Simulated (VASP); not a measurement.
LiCl, 2 atoms in the cell. It takes space group Fm-3m (No. 225, cubic). Conventional cell: a = 5.130 Å, b = 5.130 Å, c = 5.130 Å, α = 90.00°, β = 90.00°, γ = 90.00°. Cl (site symmetry m-3m) has 6 Li at 2.56 Å within 3.4 Å. Within 3.4 Å of Li (site symmetry m-3m) lie 6 Cl at 2.56 Å. 

```yaml
Program: VASP 6.6.1
Task: relaxation of cell and atoms
Functional: PBEsol
Potentials_or_basis: VASP PAW PBE potentials, release 64 (Cl, Li_sv)
Cutoff: 600 eV
k_mesh: 9 × 9 × 9
Occupations: fermi-dirac, width 0.05 eV
Spin: no spin polarisation
Target_pressure: 20 GPa
Dipole_correction: no
Further_INCAR_settings: ALGO = Normal; EDIFF = 1e-06; IBRION = 2; EDIFFG = -0.02; NSW = 80; ISIF = 3
```

Potentials or basis: VASP PAW PBE potentials, release 64 (Cl, Li_sv).

The run is started by

```console
$ cat potpaw_PBE.64/Cl/POTCAR potpaw_PBE.64/Li_sv/POTCAR > POTCAR
$ mpirun -np 1 vasp_std > vasp.out
```

Hardware: 1 thread of Intel Xeon 8259CL, on a shared host.

**Question.** How long does it take, and how much memory?

**Answer.** Run time: 54 s on 1 thread of Intel Xeon 8259CL (shared host), peak memory 0.17 GiB. Counts: scf iterations 27, k points 35, ion steps 3.
